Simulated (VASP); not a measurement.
# CdSe (F-43m) in VASP: settings compared

The runs below take CdSe through single point, with PBEsol+D3(BJ), SVWN5.

Everything below comes from runs of VASP 6.6.1. Logs are shortened: lines on timing, memory, paths and dates and some standing lists are left out, and cuts for length are marked.

## (1) The cell of the first run

It takes space group F-43m (No. 216, cubic). The conventional cell has a = 6.221 Å, b = 6.221 Å, c = 6.221 Å, α = 90.00°, β = 90.00°, γ = 90.00°. Within 3.6 Å of Cd (site symmetry -43m) lie 4 Se at 2.69 Å. Se (site symmetry -43m) has 4 Cd at 2.69 Å within 3.6 Å.

## (2) Single point, PBEsol+D3(BJ) (volume scaled by 1.04)

Input file INCAR:

```
SYSTEM = CdSe
  PREC = Accurate
  ENCUT = 520
  EDIFF = 1E-7
  ISMEAR = 0
  SIGMA = 0.1
  LREAL = .False.
  LASPH = .True.
  NELM = 100
  ALGO = Normal
  ISIF = 2
  LWAVE = .False.
  LCHARG = .False.
  GGA = PS
  IVDW = 12
  NBANDS = 16
```

Input file KPOINTS:

```
Automatic mesh
0
Gamma
  8 8 8
  0 0 0
```

Input file POSCAR:

```
CdSe
1.0
    0.0000000000      3.1106741371      3.1106741371
    3.1106741371      0.0000000000      3.1106741371
    3.1106741371      3.1106741371      0.0000000000
Cd Se
1 1
Direct
    0.0000000000      0.0000000000      0.0000000000
    0.2500000000      0.2500000000      0.2500000000
```

Potentials or basis: VASP PAW PBE potentials, release 64 (Cd, Se).

Launch:

```console
> cat potpaw_PBE.64/Cd/POTCAR potpaw_PBE.64/Se/POTCAR > POTCAR
> mpirun -np 1 vasp_std > vasp.out
```

OUTCAR:

```text
SYSTEM = CdSe
   PREC = Accurate
   ENCUT = 520
   EDIFF = 1E-7
   ISMEAR = 0
   LREAL = .False.
   LASPH = .True.
   NELM = 100
   ISIF = 2
   GGA = PS
   IVDW = 12
 IVDW          = 12

 ion  position               nearest neighbor table
   1  0.000  0.000  0.000-   2 2.69   2 2.69   2 2.69   2 2.69
   2  0.250  0.250  0.250-   1 2.69   1 2.69   1 2.69   1 2.69

  LATTYP: Found a face centered cubic cell.
 ALAT       =     6.2213482742

  Lattice vectors:

 A1 = (   0.0000000000,   3.1106741371,   3.1106741371)
 A2 = (   3.1106741371,   0.0000000000,   3.1106741371)
 A3 = (   3.1106741371,   3.1106741371,   0.0000000000)

Analysis of symmetry for initial positions (statically):
=====================================================================
 Subroutine PRICEL returns:
 Original cell was already a primitive cell.

 Routine SETGRP: Setting up the symmetry group for a
 face centered cubic supercell.

 Subroutine GETGRP returns: Found 24 space group operations
 (whereof 24 operations were pure point group operations)
 out of a pool of 48 trial point group operations.

The static configuration has the point symmetry T_d .

Analysis of symmetry for dynamics (positions and initial velocities):
=====================================================================
 Subroutine PRICEL returns:
 Original cell was already a primitive cell.

 Routine SETGRP: Setting up the symmetry group for a
 face centered cubic supercell.

 Subroutine GETGRP returns: Found 24 space group operations
 (whereof 24 operations were pure point group operations)
 out of a pool of 48 trial point group operations.

The dynamic configuration has the point symmetry T_d .

 Subroutine INISYM returns: Found 24 space group operations
 (whereof 24 operations are pure point group operations),
 and found     1 'primitive' translations

----------------------------------------------------------------------------------------

                                     Primitive cell

  volume of cell :      60.1996

  direct lattice vectors                    reciprocal lattice vectors
     0.000000000  3.110674137  3.110674137    -0.160736862  0.160736862  0.160736862
     3.110674137  0.000000000  3.110674137     0.160736862 -0.160736862  0.160736862
     3.110674137  3.110674137  0.000000000     0.160736862  0.160736862 -0.160736862

  length of vectors
     4.399157553  4.399157553  4.399157553     0.278404412  0.278404412  0.278404412

  position of ions in fractional coordinates (direct lattice)
     0.000000000  0.000000000  0.000000000
     0.250000000  0.250000000  0.250000000

  ion indices of the primitive-cell ions
   primitive index   ion index
                 1           1
                 2           2

----------------------------------------------------------------------------------------

 KPOINTS: Automatic mesh

Automatic generation of k-mesh.
 Grid dimensions read from file:
 generate k-points for:    8    8    8

 Generating k-lattice:

  Cartesian coordinates                     Fractional coordinates (reciprocal lattice)
    -0.020092108  0.020092108  0.020092108     0.125000000  0.000000000  0.000000000
     0.020092108 -0.020092108  0.020092108     0.000000000  0.125000000  0.000000000
     0.020092108  0.020092108 -0.020092108     0.000000000  0.000000000  0.125000000

  Length of vectors
     0.034800551  0.034800551  0.034800551

  Shift w.r.t. Gamma in fractional coordinates (k-lattice)
     0.000000000  0.000000000  0.000000000

 Subroutine IBZKPT returns following result:
 ===========================================

 Found     29 irreducible k-points:

 Following reciprocal coordinates:
            Coordinates               Weight
  0.000000  0.000000  0.000000      1.000000
  0.125000  0.000000  0.000000      8.000000
  0.250000  0.000000  0.000000      8.000000
  0.375000  0.000000  0.000000      8.000000
  0.500000  0.000000  0.000000      4.000000
  0.125000  0.125000  0.000000      6.000000
[... 16 lines left out ...]
  0.500000  0.250000  0.125000     48.000000
 -0.375000  0.250000  0.125000     24.000000
 [... further k-points ...]
   k-points           NKPTS =     29   k-points in BZ     NKDIM =     29   number of bands    NBANDS=     16
   number of dos      NEDOS =    301   number of ions     NIONS =      2
   total plane-waves  NPLWV =  46656
   dimension x,y,z NGX =    36 NGY =   36 NGZ =   36
   dimension x,y,z NGXF=    72 NGYF=   72 NGZF=   72
   ions per type =               1   1
   NGX,Y,Z   is equivalent  to a cutoff of  13.60, 13.60, 13.60 a.u.
   NGXF,Y,Z  is equivalent  to a cutoff of  27.21, 27.21, 27.21 a.u.
 SYSTEM =  CdSe
   PREC   = accura    normal or accurate (medium, high low for compatibility)
   ISTART =      0    job   : 0-new  1-cont  2-samecut
   ICHARG =      2    charge: 1-file 2-atom 10-const
   ISPIN  =      1    spin polarized calculation?
   LNONCOLLINEAR =      F non collinear calculations
   LSORBIT =      F    spin-orbit coupling
   LASPH  =      T    aspherical Exc in radial PAW
   ENCUT  =  520.0 eV  38.22 Ry    6.18 a.u.   8.18  8.18  8.18*2*pi/ulx,y,z
   NELM   =    100;   NELMIN=  2; NELMDL= -5     # of ELM steps
   EDIFF  = 0.1E-06   stopping-criterion for ELM
   LREAL  =      F    real-space projection
   EDIFFG = 0.1E-05   stopping-criterion for IOM
   NSW    =      0    number of steps for IOM
   IBRION =     -1    ionic relax: 0-MD 1-quasi-New 2-CG
   NFREE  =      0    steps in history (QN), initial steepest desc. (CG)
   ISIF   =      2    stress and relaxation
   ISYM   =      2    0-nonsym 1-usesym 2-fastsym
   POTIM  = 0.5000    time-step for ionic-motion
   TEBEG  =    0.0;   TEEND  =   0.0 temperature during run
   PSTRESS=    0.0 pullay stress
   NELECT =      18.0000    total number of electrons
   NUPDOWN=      -1.0000    fix difference up-down
   EMIN   =  10.00;   EMAX   =-10.00  energy-range for DOS
   EFERMI =   0.00;   METHOD = LEGACY
   ISMEAR =     0;   SIGMA  =   0.10  broadening in eV -4-tet -1-fermi 0-gaus
   EFERMI_NEDOS =   21; number of points for ismear=-14 and -15
   IALGO  =     38    algorithm
   IMIX   =      4    mixing-type and parameters
     AMIX     =   0.40;   BMIX     =  1.00
     AMIX_MAG =   1.60;   BMIX_MAG =  1.00
  volume/ion in A,a.u.               =      30.10       203.12
  Fermi-wavevector in a.u.,A,eV,Ry     =   1.094715  2.068712 16.305241  1.198401
  Thomas-Fermi vector in A             =   2.231025
   LORBIT       =      0    0 simple, 1 ext, 2 COOP (PROOUT), +10 PAW based schemes
   GGA     = PS    functional components
   LHFCALC =     F    Hartree Fock is set to
   AEXX    =    0.0000 exact exchange contribution
   IVDW    =    12    specifies the selected vdW correction
   LEPSILON=     F    determine dielectric tensor
   LRPA    =     F    only Hartree local field effects (RPA)
 non-spin polarized calculation
 Gauss-broadening in eV      SIGMA  =   0.10
  energy-cutoff  :      520.00
  volume of cell :       60.20
 maximum number of plane-waves:      1639
 NGX is ok and might be reduce to    36
   NGX = 17   NGY = 17   NGZ = 17

 number of electron      18.0000001 magnetization

 Free energy of the ion-electron system (eV)
  ---------------------------------------------------
  ext. energy  EPLUGINS =         0.00000000
  ---------------------------------------------------
  free energy    TOTEN  =        -6.14442519 eV

  energy without entropy =       -6.14440715  energy(sigma->0) =       -6.14441617

 E-fermi :   0.4865     XC(G=0):  -8.7929

 val. band max:        0.2978834209   @ k =   0.0000   0.0000   0.0000
 cond. band min:       0.6469763382   @ k =   0.0000   0.0000   0.0000
 fundamental gap:      0.3490929173
 Fermi energy:         0.4865312026

 k-point     1 :       0.0000    0.0000    0.0000
  band No.  band energies     occupation
      1     -11.9663      2.00000
      2      -7.4056      2.00000
      3      -7.4056      2.00000
      4      -7.4056      2.00000
      5      -7.0933      2.00000
      6      -7.0933      2.00000
[... 8 lines left out ...]
     15      11.2031      0.00000
     16      11.2031      0.00000

 k-point     2 :       0.1250    0.0000    0.0000
  band No.  band energies     occupation
      1     -11.9198      2.00000
      2      -7.3912      2.00000
      3      -7.3912      2.00000
      4      -7.3620      2.00000
      5      -7.0940      2.00000
      6      -7.0940      2.00000
[... 8 lines left out ...]
     15      10.4507      0.00000
     16      10.4507      0.00000

 k-point     3 :       0.2500    0.0000    0.0000
  band No.  band energies     occupation
      1     -11.8064      2.00000
      2      -7.3597      2.00000
      3      -7.3597      2.00000
      4      -7.2187      2.00000
      5      -7.0914      2.00000
      6      -7.0914      2.00000
[... 8 lines left out ...]
     15      10.2035      0.00000
     16      10.2035      0.00000

 k-point     4 :       0.3750    0.0000    0.0000
  band No.  band energies     occupation
      1     -11.6917      2.00000
      2      -7.3347      2.00000
      3      -7.3347      2.00000
      4      -7.0810      2.00000
      5      -7.0810      2.00000
      6      -6.9892      2.00000
[... 8 lines left out ...]
     15      11.0210      0.00000
     16      11.0210      0.00000

 k-point     5 :       0.5000    0.0000    0.0000
  band No.  band energies     occupation
      1     -11.6439      2.00000
      2      -7.3267      2.00000
      3      -7.3267      2.00000
      4      -7.0739      2.00000
      5      -7.0739      2.00000
      6      -6.8484      2.00000
[... 8 lines left out ...]
     15      12.1369      0.00000
     16      12.1369      0.00000

 k-point     6 :       0.1250    0.1250    0.0000
  band No.  band energies     occupation
      1     -11.9044      2.00000
      2      -7.3772      2.00000
      3      -7.3772      2.00000
      4      -7.3661      2.00000
      5      -7.1025      2.00000
      6      -7.0862      2.00000
[... 8 lines left out ...]
     15      10.8066      0.00000
     16      11.3400      0.00000

 k-point     7 :       0.2500    0.1250    0.0000
  band No.  band energies     occupation
      1     -11.8135      2.00000
      2      -7.3555      2.00000
      3      -7.3436      2.00000
      4      -7.2630      2.00000
      5      -7.1036      2.00000
      6      -7.0794      2.00000
[... 8 lines left out ...]
     15      11.1238      0.00000
     16      11.4101      0.00000

 k-point     8 :       0.3750    0.1250    0.0000
  band No.  band energies     occupation
      1     -11.6995      2.00000
      2      -7.3310      2.00000
      3      -7.3151      2.00000
      4      -7.1293      2.00000
      5      -7.0718      2.00000
      6      -7.0207      2.00000
[... 8 lines left out ...]
     15      11.0747      0.00000
     16      11.6168      0.00000

 k-point     9 :       0.5000    0.1250    0.0000
  band No.  band energies     occupation
      1     -11.6296      2.00000
      2      -7.3177      2.00000
      3      -7.3057      2.00000
      4      -7.0958      2.00000
      5      -7.0718      2.00000
      6      -6.8383      2.00000
[... 8 lines left out ...]
     15      11.4236      0.00000
     16      12.1978      0.00000
[... 172 lines left out ...]
 k-point    19 :       0.5000    0.3750    0.0000
  band No.  band energies     occupation
      1     -11.5577      2.00000
      2      -7.2470      2.00000
      3      -7.2071      2.00000
      4      -7.1846      2.00000
      5      -7.0523      2.00000
      6      -6.8002      2.00000
[... 8 lines left out ...]
     15      12.6160      0.00000
     16      13.0478      0.00000

 k-point    20 :      -0.3750    0.3750    0.0000
  band No.  band energies     occupation
      1     -11.5514      2.00000
      2      -7.2679      2.00000
      3      -7.2227      2.00000
      4      -7.1483      2.00000
      5      -7.0686      2.00000
      6      -6.7237      2.00000
[... 8 lines left out ...]
     15      11.5628      0.00000
     16      13.7360      0.00000

 k-point    21 :       0.5000    0.5000    0.0000
  band No.  band energies     occupation
      1     -11.5423      2.00000
      2      -7.2368      2.00000
      3      -7.1889      2.00000
      4      -7.1889      2.00000
      5      -7.0445      2.00000
      6      -6.7936      2.00000
[... 8 lines left out ...]
     15      12.5630      0.00000
     16      13.0852      0.00000

 k-point    22 :       0.3750    0.2500    0.1250
  band No.  band energies     occupation
      1     -11.7225      2.00000
      2      -7.3245      2.00000
      3      -7.3086      2.00000
      4      -7.1760      2.00000
      5      -7.0845      2.00000
      6      -7.0524      2.00000
[... 8 lines left out ...]
     15      11.5563      0.00000
     16      12.5525      0.00000

 k-point    23 :       0.5000    0.2500    0.1250
  band No.  band energies     occupation
      1     -11.6313      2.00000
      2      -7.3007      2.00000
      3      -7.2860      2.00000
      4      -7.1288      2.00000
      5      -7.0748      2.00000
      6      -6.8888      2.00000
[... 8 lines left out ...]
     15      11.8016      0.00000
     16      12.5539      0.00000

 k-point    24 :      -0.3750    0.2500    0.1250
  band No.  band energies     occupation
      1     -11.5937      2.00000
      2      -7.2961      2.00000
      3      -7.2759      2.00000
      4      -7.1088      2.00000
      5      -7.0794      2.00000
      6      -6.7760      2.00000
[... 8 lines left out ...]
     15      11.6583      0.00000
     16      12.5760      0.00000

 [... further k-points ...]

------------------------ aborting loop because EDIFF is reached ----------------------------------------

 Edisp (eV)   -0.55173

 E8    (eV) :    -0.3613

  FORCE on cell =-STRESS in cart. coord.  units (eV):
  Direction    XX          YY          ZZ          XY          YZ          ZX
  --------------------------------------------------------------------------------------
  -------------------------------------------------------------------------------------
  Total      -1.59858    -1.59858    -1.59858     0.00000     0.00000     0.00000
  in kB     -42.54530   -42.54530   -42.54530     0.00000     0.00000     0.00000
  external pressure =      -42.55 kB  Pullay stress =        0.00 kB

 VOLUME and BASIS-vectors are now :
 -----------------------------------------------------------------------------
  energy-cutoff  :      520.00
  volume of cell :       60.20
      direct lattice vectors                 reciprocal lattice vectors
     0.000000000  3.110674137  3.110674137    -0.160736862  0.160736862  0.160736862
     3.110674137  0.000000000  3.110674137     0.160736862 -0.160736862  0.160736862
     3.110674137  3.110674137  0.000000000     0.160736862  0.160736862 -0.160736862

 POSITION                                       TOTAL-FORCE (eV/Angst)
 -----------------------------------------------------------------------------------
      0.00000      0.00000      0.00000         0.000000      0.000000      0.000000
      1.55534      1.55534      1.55534        -0.000000     -0.000000     -0.000000
 -----------------------------------------------------------------------------------
    total drift:                               -0.000000     -0.000000     -0.000000

  FREE ENERGIE OF THE ION-ELECTRON SYSTEM (eV)
  ---------------------------------------------------
  free  energy   TOTEN  =        -6.6961547969 eV

  energy  without entropy=       -6.6961367598  energy(sigma->0) =       -6.69614578
```

It took 37 s on 1 thread of Intel Xeon Platinum 8488C (Sapphire Rapids), shared host; peak memory 0.22 GiB.

Results:

| Item | Value |
| --- | --- |
| Free energy | -6.6962 eV |
| Pressure | -4.3 GPa |
| Band gap on the k mesh | 0.35 eV, direct |
| Dispersion energy per atom | -0.276 eV |

Levels at points of the mesh, in eV from the valence-band top:
```
           k point  band 6  band 7  band 8  band 9  band 10  band 11  band 12  band 13
(0.00, 0.00, 0.00)   -7.39    0.00    0.00    0.00     0.35     5.85     5.85     5.85
(0.50, 0.00, 0.00)   -7.15   -4.07   -0.67   -0.67     2.20     6.34     6.34     7.08
(0.50, 0.50, 0.00)   -7.09   -3.83   -1.66   -1.66     3.12     3.60     8.67     9.73
```

Caveat: three body term missing; the PAW data sets were made with another functional, which shifts forces and pressure a little.

(Continued in part 2 of 2.)
